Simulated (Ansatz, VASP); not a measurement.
**TiAl2 in VASP and in Ansatz**

File POSCAR:

```
TiAl2
1.0
    1.9795500000     -6.0472000000      0.0000000000
    1.9795500000      6.0472000000      0.0000000000
    0.0000000000      0.0000000000      4.0315000000
Ti Al
2 4
Direct
    0.6490000000      0.3510000000      0.0000000000
    0.3510000000      0.6490000000      0.0000000000
    0.0000000000      0.0000000000      0.0000000000
    0.8240000000      0.1760000000      0.5000000000
    0.1760000000      0.8240000000      0.5000000000
    0.5000000000      0.5000000000      0.5000000000
```

INCAR.step1

```
PREC     = Accurate       # precision mode
ENCUT    = 520            # plane-wave cutoff, eV
ISMEAR   = 0              # smearing method
SIGMA    = 0.1            # smearing width, eV
LREAL    = F              # projectors in reciprocal space
LASPH    = T              # aspherical terms in the spheres
NELM     = 100            # most SCF steps
NBANDS   = 27             # bands
GGA      = PE             # functional
ALGO     = Normal         # electronic algorithm
EDIFF    = 1E-4           # SCF threshold, eV
LWAVE    = T              # write WAVECAR
LCHARG   = F              # write CHGCAR
```

The input INCAR.step2:

```
PREC     = Accurate       # precision mode
ENCUT    = 520            # plane-wave cutoff, eV
EDIFF    = 1E-6           # SCF threshold, eV
ISMEAR   = 0              # smearing method
SIGMA    = 0.1            # smearing width, eV
LREAL    = F              # projectors in reciprocal space
LASPH    = T              # aspherical terms in the spheres
NELM     = 100            # most SCF steps
ALGO     = Normal         # electronic algorithm
ISIF     = 2              # what is computed and relaxed
LWAVE    = F              # write WAVECAR
LCHARG   = F              # write CHGCAR
METAGGA  = R2SCAN         # meta-GGA
LMIXTAU  = T            
NBANDS   = 27             # bands
ISTART   = 1
```

File KPOINTS:

```
regular mesh
0
Gamma
  5 5 5
```

Input for Ansatz:

```yaml
crystal:
  lattice:
    - [1.97955, -6.0472, 0.0]
    - [1.97955, 6.0472, 0.0]
    - [0.0, 0.0, 4.0315]
  atoms:
    - { symbol: Ti, position: [0.649, 0.351, 0.0] }
    - { symbol: Ti, position: [0.351, 0.649, 0.0] }
    - { symbol: Al, position: [0.0, 0.0, 0.0] }
    - { symbol: Al, position: [0.824, 0.176, 0.5] }
    - { symbol: Al, position: [0.176, 0.824, 0.5] }
    - { symbol: Al, position: [0.5, 0.5, 0.5] }
basis:
  ecutwfc: 500
kpoints:
  mp_grid: { grid: [5, 5, 5] }
hamiltonian:
  xc: r2scan
scf:
  occupations: { method: gaussian, width: 0.1 }
output:
  forces: true
  stress: true
  eigenvalues: true
```

Alike in both runs: task single point; functional r2SCAN; k mesh 5 × 5 × 5; occupations gaussian, width 0.1 eV; no spin polarisation.

```csv
,VASP,Ansatz
version,VASP 6.6.1,Ansatz 0.2.0
potentials or method,"VASP PAW PBE potentials, release 64 (Ti_sv, Al), cutoff 520 eV","scalar-relativistic, plane waves, PAW"
valence electrons in the cell,36,36
```

VASP gave:

* gap on the k mesh at the Fermi level (eV): none
* pressure (GPa): -1.8
* traceless stress, the component that is largest in VASP (GPa): 1.65
* rms of the force components (eV/Å): 0.344

Question: Estimate Ansatz's values.

Answer: gap on the k mesh at the Fermi level (eV): none; pressure (GPa): -1.8; traceless stress, the component that is largest in VASP (GPa): 1.64; rms of the force components (eV/Å): 0.342.

VASP's potentials were made for PBE, not for r2SCAN. Atom by atom the forces differ by 0.002 eV/Å (rms over components). A gap of «none» marks a metal or a gap that the smearing closes.
